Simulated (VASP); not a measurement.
Here is a VASP 6.6.1 calculation.

Contents of INCAR:

```
PREC     = Accurate       # precision mode
ENCUT    = 520            # plane-wave cutoff, eV
EDIFF    = 1E-7           # SCF threshold, eV
ISMEAR   = 0              # smearing method
SIGMA    = 0.02           # smearing width, eV
LREAL    = F              # projectors in reciprocal space
LASPH    = T              # aspherical terms in the spheres
NELM     = 60             # most SCF steps
ALGO     = Normal         # electronic algorithm
ISIF     = 2              # what is computed and relaxed
LWAVE    = F              # write WAVECAR
LCHARG   = F              # write CHGCAR
GGA      = PE             # functional
NBANDS   = 52             # bands
```

KPOINTS

```
regular mesh
0
Gamma
  6 6 6
```

The input POSCAR:

```
PbF2
1.0
    7.4540051136      0.0000000000      0.0000000000
   -3.7270025568      6.4553577883      0.0000000000
    0.0000000000      0.0000000000      3.8746986674
Pb F
3 6
Direct
    0.4082907019      0.0000000000      0.3333333333
    0.0000000000      0.4082907019      0.6666666667
    0.5917092981      0.5917092981      0.0000000000
    0.2331146016      0.4338973460      0.1768979620
    0.5661026540      0.7992172555      0.5102312954
    0.2007827445      0.7668853984      0.8435646287
    0.4338973460      0.2331146016      0.8231020380
    0.7992172555      0.5661026540      0.4897687046
    0.7668853984      0.2007827445      0.1564353713
```

Potentials or basis: VASP PAW PBE potentials, release 64 (Pb_d, F).

Run with:

```bash
$ cat potpaw_PBE.64/Pb_d/POTCAR potpaw_PBE.64/F/POTCAR > POTCAR
$ mpirun -np 1 vasp_std > vasp.out
```

(1) What does it give for the largest force?

(2) Estimate the band gap on the k mesh.

(3) Estimate the pressure.

Answers

(1) 0.012 eV/Å.

(2) 3.81 eV (least direct gap 4.34 eV).

(3) -0.2 GPa.

Caveat: spin-orbit coupling is left out, which moves the levels of the heavy elements.
